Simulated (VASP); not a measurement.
Write the native input for VASP 6.6.1 that does the following.

- Task: single point
- Functional: LDA
- Potentials or basis: VASP PAW LDA potentials, release 64 (Ge_d)
- Cutoff: 520 eV
- k mesh: 12 × 12 × 1
- Occupations: gaussian, width 0.1 eV
- Spin: no spin polarisation
- Dipole correction: yes
- Further INCAR settings: ALGO = Normal; EDIFF = 1e-07; NBANDS = 21

The structure of Ge lies in POSCAR:

```
Ge
1.0
    3.9510956962      0.0000000000      0.0000000000
   -1.9755478481      3.4217492457      0.0000000000
    0.0000000000      0.0000000000     28.0000000000
Ge
2
Direct
    0.3333333333      0.6666666667      0.5113884634
    0.6666666667      0.3333333333      0.4886115366
```

One way to write it, as run:

INCAR

```
PREC = Accurate
ENCUT = 520
EDIFF = 1E-7
ISMEAR = 0
SIGMA = 0.1
LREAL = F
LASPH = T
NELM = 80
ALGO = Normal
ISIF = 2
LWAVE = F
LCHARG = F
LDIPOL = T
IDIPOL = 3
DIPOL = 0.5 0.5 0.500
NBANDS = 21
```

KPOINTS

```
regular mesh
0
Gamma
  12 12 1
```

Potentials or basis: VASP PAW LDA potentials, release 64 (Ge_d).

Run with:

```console
$ cat potpaw_LDA.64/Ge_d/POTCAR > POTCAR
$ mpirun -np 1 vasp_std > vasp.out
```

Results of the run:

```
Largest force          : 0.003 eV/Å
Band gap on the k mesh : zero (filled and empty bands touch)
```

It took 6.8 min on 1 thread of Intel Xeon 8259CL (shared host), peak memory 0.4 GiB.
